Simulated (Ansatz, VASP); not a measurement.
Hf in VASP and in Ansatz

File INCAR:

```
SYSTEM = Hf
PREC     = Accurate       ! precision mode
ENCUT    = 500            ! plane-wave cutoff, eV
EDIFF    = 1E-6           ! SCF threshold, eV
ISMEAR   = -1             ! smearing method
SIGMA    = 0.03           ! smearing width, eV
LREAL    = .FALSE.        ! projectors in reciprocal space
LASPH    = .TRUE.         ! aspherical terms in the spheres
NELM     = 120            ! most SCF steps
ALGO     = Normal         ! electronic algorithm
ISIF     = 2              ! what is computed and relaxed
LWAVE    = .FALSE.        ! write WAVECAR
LCHARG   = .TRUE.         ! write CHGCAR
GGA      = PE             ! functional
LELF     = .TRUE.         ! ELF
LVHAR    = .TRUE.       
NBANDS   = 11             ! bands
GGA_COMPAT= .FALSE.
```

File KPOINTS:

```
Automatic mesh
0
G
  13 13 13
  0 0 0
```

POSCAR

```
Hf
1.0
    0.0000000000      2.2492138765      2.2492138765
    2.2492138765      0.0000000000      2.2492138765
    2.2492138765      2.2492138765      0.0000000000
Hf
1
Direct
    0.0000000000      0.0000000000      0.0000000000
```

Input for Ansatz:

```yaml
crystal:
  lattice:
    - [0.0, 2.2492138765, 2.2492138765]
    - [2.2492138765, 0.0, 2.2492138765]
    - [2.2492138765, 2.2492138765, 0.0]
  atoms:
    - { symbol: Hf, position: [0.0, 0.0, 0.0] }
kpoints:
  mp_grid: { grid: [13, 13, 13] }
  band_path:
    path:
      - [0.0, 0.0, 0.0]
      - [0.5, 0.0, 0.5]
      - [0.625, 0.25, 0.625]
      - [0.375, 0.375, 0.75]
      - [0.0, 0.0, 0.0]
      - [0.5, 0.5, 0.5]
      - [0.5, 0.25, 0.75]
      - [0.5, 0.0, 0.5]
    npoints: 5
scf:
  occupations: { method: fermi_dirac, width: 0.03 }
hamiltonian:
  xc: pbe
  pseudopotentials: { kind: all_electron, lapw: { basis_error: 0.001 } }
output:
  forces: true
  stress: true
  eigenvalues: true
```

Change from the starting cell: volume scaled by 1.04.

Alike in both runs: task single point; functional PBE; k mesh 13 × 13 × 13; occupations fermi-dirac, width 0.03 eV; no spin polarisation.

|  | VASP | Ansatz |
| --- | --- | --- |
| version | VASP 6.6.1 | Ansatz 0.2.0 |
| potentials or method | VASP PAW PBE potentials, release 64 (Hf_pv), cutoff 500 eV | all-electron LAPW, scalar-relativistic |

```tsv
	VASP	Ansatz	Ansatz less VASP
pressure (GPa)	-1.4	-1.0	+0.45
```

Ansatz ran all-electron here, and VASP with PAW potentials.

Spin-orbit coupling is off throughout.
